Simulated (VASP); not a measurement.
# CsLiCr2Te2S3 (C2/m) in VASP: a series of runs, part 2 of 2

VASP 6.6.1. The steps go on from the part before.

### Step 3. Atomic charges, PBE+TS, collinear spin, ferromagnetic start

INCAR

```
SYSTEM = CsLiCr2Te2S3
PREC     = Accurate       ! precision mode
ENCUT    = 520            ! plane-wave cutoff, eV
EDIFF    = 1E-6           ! SCF threshold, eV
ISMEAR   = -1             ! smearing method
SIGMA    = 0.05           ! smearing width, eV
LREAL    = .FALSE.        ! projectors in reciprocal space
LASPH    = .TRUE.         ! aspherical terms in the spheres
NELM     = 120            ! most SCF steps
ALGO     = Normal         ! electronic algorithm
ISIF     = 2              ! what is computed and relaxed
LWAVE    = .FALSE.        ! write WAVECAR
LCHARG   = .FALSE.        ! write CHGCAR
ISPIN    = 2              ! spin polarisation
MAGMOM   = 0 0 3 3 0 0 0 0 0 ! initial moments
LORBIT   = 11             ! projections on sites
LMAXMIX  = 4              ! l up to which the mixer works
GGA      = PE             ! functional
IVDW     = 2              ! dispersion correction
KPAR     = 4
```

KPOINTS

```
regular mesh
0
G
  7 7 4
  0 0 0
```

POSCAR

```
CsLiCr2Te2S3
1.0
    7.2895900000     -2.1043300000      0.0177200000
    7.2895900000      2.1043300000      0.0177200000
   -2.5331500000      0.0000000000      7.2810000000
Cs Li Cr Te S
1 1 2 2 3
Direct
    0.5000000000      0.5000000000      0.0000000000
    0.0000000000      0.0000000000      0.5000000000
    0.3287000000      0.3287000000      0.4330000000
    0.6713000000      0.6713000000      0.5670000000
    0.8067200000      0.8067200000      0.1742700000
    0.1932800000      0.1932800000      0.8257300000
    0.1635800000      0.1635800000      0.3971300000
    0.8364200000      0.8364200000      0.6028700000
    0.5000000000      0.5000000000      0.5000000000
```

Potentials or basis: VASP PAW PBE potentials, release 64 (Cs_sv, Li_sv, Cr_pv, Te, S).

Command:

```
$ cat potpaw_PBE.64/Cs_sv/POTCAR potpaw_PBE.64/Li_sv/POTCAR potpaw_PBE.64/Cr_pv/POTCAR potpaw_PBE.64/Te/POTCAR potpaw_PBE.64/S/POTCAR > POTCAR
$ mpirun -np 4 vasp_std > vasp.out
```

Wall time 10 min (4 MPI ranks of Intel Xeon Platinum 8488C (Sapphire Rapids), shared host); peak memory 1.2 GiB.

The run converged. Its results:

```
Free energy                                           : -51.1974 eV
Largest force                                         : 0.108 eV/Å
Net moment                                            : 5.24 μB per cell
Site moments                                          : Cs +0.00; Li +0.00; Cr +2.84; Te -0.14; S -0.15, -0.04 (each value once) μB
Valence electrons inside the program's atomic spheres : Cs 6.56; Li 2.12; Cr 10.59; Te 3.33; S 3.70, 3.82 (each value once)
Hirshfeld charges                                     : Cs +0.21; Li +0.03; Cr +0.26; Te -0.03; S -0.18, -0.33 (each value once) e
Dispersion energy per atom                            : -0.601 eV
```

Forces on the atoms (eV/Å):
```
Cs   0.000  0.000  0.000
Li   0.000  0.000  0.000
Cr   0.101  0.000 -0.039
Cr  -0.101  0.000  0.039
Te  -0.020  0.000 -0.056
Te   0.020  0.000  0.056
S    0.022  0.000  0.048
S   -0.022  0.000 -0.048
S    0.000  0.000  0.000
```

Levels at points of the mesh, in eV from the Fermi level:
Spin up:
| k point | band 32 | band 33 | band 34 | band 35 | band 36 | band 37 | band 38 | band 39 |
| --- | --- | --- | --- | --- | --- | --- | --- | --- |
| (0.00, 0.00, 0.00) | -0.59 | -0.54 | -0.32 | -0.19 | 0.13 | 1.02 | 1.21 | 1.41 |
| (0.00, 0.00, 0.50) | -0.62 | -0.58 | -0.26 | -0.22 | 0.10 | 0.49 | 1.02 | 1.48 |
Spin down:
```tsv
k point	band 28	band 29	band 30	band 31	band 32	band 33
(0.00, 0.00, 0.00)	-0.93	-0.69	-0.09	0.78	1.05	1.50
(0.00, 0.00, 0.50)	-0.94	-0.69	-0.07	0.39	1.06	1.57
```

Caveat: the cutoff is under 1.25 times the usual one of these potentials, so pressure, stress and relaxed cells hold a basis-set (Pulay) error; spin-orbit coupling is left out, which moves the levels of the heavy elements; only a ferromagnetic start was run, and an antiferromagnetic order may lie lower in energy.

### Step 4. Relaxation of cell and atoms, PBE, collinear spin, ferromagnetic start, target pressure 2 GPa, at which the enthalpy is minimised

INCAR

```
SYSTEM = CsLiCr2Te2S3
PREC     = Accurate       ! precision mode
ENCUT    = 750            ! plane-wave cutoff, eV
EDIFF    = 1E-7           ! SCF threshold, eV
ISMEAR   = -1             ! smearing method
SIGMA    = 0.05           ! smearing width, eV
LREAL    = .FALSE.        ! projectors in reciprocal space
LASPH    = .TRUE.         ! aspherical terms in the spheres
NELM     = 200            ! most SCF steps
ALGO     = Normal         ! electronic algorithm
ISIF     = 3              ! what is computed and relaxed
LWAVE    = .FALSE.        ! write WAVECAR
LCHARG   = .FALSE.        ! write CHGCAR
ISPIN    = 2              ! spin polarisation
MAGMOM   = 0 0 3 3 0 0 0 0 0 ! initial moments
LORBIT   = 11             ! projections on sites
LMAXMIX  = 4              ! l up to which the mixer works
GGA      = PE             ! functional
IBRION   = 2              ! ionic algorithm
NSW      = 60             ! ionic steps
EDIFFG   = -0.01          ! ionic threshold
PSTRESS  = 20.0         
GGA_COMPAT= .FALSE.      
NELMIN   = 4            
KPAR     = 4
```

KPOINTS

```
Automatic mesh
0
G
  5 5 3
  0 0 0
```

POSCAR is that of step 3.

Command:

```
$ cat potpaw_PBE.64/Cs_sv/POTCAR potpaw_PBE.64/Li_sv/POTCAR potpaw_PBE.64/Cr_pv/POTCAR potpaw_PBE.64/Te/POTCAR potpaw_PBE.64/S/POTCAR > POTCAR
$ mpirun -np 4 vasp_std > vasp.out
```

Wall time 67 min (4 MPI ranks of Intel Xeon 6975P-C (Granite Rapids), shared host); peak memory 1.5 GiB.

It converged, with:

```yaml
Free_energy: -45.6898 eV
Relaxed_volume: 23.33 Å³/atom
Relaxed_cell: a = 7.515 Å, b = 7.515 Å, c = 7.445 Å, α = 108.68°, β = 108.68°, γ = 31.98°
Space_group_after_relaxing_to_0.1_Å: C2/m (No. 12)
Energy_change_on_relaxing_the_run_minimises_the_enthalpy: +9.5 meV/atom
Ionic_steps: 20
Pressure_after_relaxing: 2.0 GPa
Largest_force_after_relaxing: 0.010 eV/Å
Net_moment: 5.53 μB per cell
Site_moments: Cs -0.00; Li +0.00; Cr +2.87; Te -0.10; S -0.14, -0.02 (each value once) μB
Valence_electrons_inside_the_program's_atomic_spheres: Cs 6.57; Li 2.13; Cr 10.61; Te 3.35; S 3.71, 3.83 (each value once)
```

Forces on the atoms (eV/Å):
```
Cs   0.000  0.000  0.000
Li   0.000  0.000  0.000
Cr   0.003  0.000 -0.002
Cr  -0.003  0.000  0.002
Te   0.007  0.000 -0.007
Te  -0.007  0.000  0.007
S    0.003  0.000  0.005
S   -0.003  0.000 -0.005
S    0.000  0.000  0.000
```

The path:
```
step  energy change (eV)  largest force (eV/Å)  pressure (GPa)  volume (Å³)
   1              0.0000                0.0409            0.07       223.57
   2              0.0693                0.2839            2.37       214.03
   3              0.0510                0.2388            2.02       215.37
   4              0.0525                0.1529            2.01       214.53
   5              0.0649                0.1441            2.03       213.13
   6              0.0646                0.0872            1.98       212.79
   7              0.0675                0.0590            1.93       212.47
   8              0.0730                0.0663            2.04       211.75
   9              0.0861                0.1104            2.24       210.56
  10              0.0796                0.0866            2.07       210.90
  11              0.0712                0.0713            1.77       211.49
  12              0.0742                0.0575            1.81       211.08
  13              0.0847                0.0370            1.93       210.07
  14              0.0838                0.0380            1.92       210.14
  15              0.0875                0.0299            2.02       209.82
  16              0.0892                0.0271            2.07       209.68
  17              0.0872                0.0180            2.03       209.83
  18              0.0856                0.0127            1.99       209.95
  19              0.0853                0.0145            1.99       209.97
  20              0.0858                0.0096            2.01       209.93
```

Final structure:
```
Cs Li Cr Te S
1.0
     7.22406   -2.06990    0.02279
     7.22406    2.06990    0.02279
    -2.50316    0.00000    7.01160
Cs Li Cr Te S
1 1 2 2 3
Cartesian
  7.2241 0.0000 0.0228
  13.1965 0.0000 3.5514
  3.6528 0.0000 3.0628
  8.2922 0.0000 3.9944
  11.3142 0.0000 1.2016
  0.6307 0.0000 5.8556
  1.3678 0.0000 2.6876
  10.5771 0.0000 4.3696
  5.9725 0.0000 3.5286
```

Levels at points of the mesh, in eV from the Fermi level:
Spin up:
| k point | band 34 | band 35 | band 36 | band 37 | band 38 | band 39 |
| --- | --- | --- | --- | --- | --- | --- |
| (0.00, 0.00, 0.00) | -0.33 | -0.09 | 0.05 | 0.93 | 1.19 | 1.26 |
Spin down:
```csv
k point,band 27,band 28,band 29,band 30,band 31,band 32,band 33,band 34
"(0.00, 0.00, 0.00)",-1.06,-0.96,-0.68,0.03,0.79,0.98,1.45,1.62
```

Caveat: the cell is relaxed towards a set pressure, so the run minimises the enthalpy, not the energy; spin-orbit coupling is left out, which moves the levels of the heavy elements; only a ferromagnetic start was run, and an antiferromagnetic order may lie lower in energy.

### Step 5. Overview

```tsv
task	level	cell	k mesh	cutoff (eV)	dipole correction	gap on the mesh (eV)	moment (μB)	largest force (eV/Å)
electrostatic potential	PBE	a = 7.587, b = 7.587, c = 7.709 Å, angles 108.3, 108.3, 32.2°, 9 atoms	7 × 7 × 4	520	-	none	5.24	0.03
atomic charges	PBE+TS	a = 7.587, b = 7.587, c = 7.709 Å, angles 108.3, 108.3, 32.2°, 9 atoms	7 × 7 × 4	520	-	none	5.24	0.11
relaxation of cell and atoms	PBE	relaxed to 2 GPa from a = 7.587, b = 7.587, c = 7.709 Å, angles 108.3, 108.3, 32.2°, 9 atoms	5 × 5 × 3	750	no	none	5.53	0.01
```

Alike in all rows: potentials or basis VASP PAW PBE potentials, release 64 (Cs_sv, Li_sv, Cr_pv, Te, S); spin collinear, ferromagnetic start; smearing fermi-dirac 0.05 eV.

Caveats: spin-orbit coupling is left out, which moves the levels of the heavy elements; only a ferromagnetic start was run, and an antiferromagnetic order may lie lower in energy; the cutoff is under 1.25 times the usual one of these potentials, so pressure, stress and relaxed cells hold a basis-set (Pulay) error (at least some runs); the cell is relaxed towards a set pressure, so the run minimises the enthalpy, not the energy (at least some runs).

Total energies depend on the potentials used, so only differences within one code and one set of settings carry meaning.
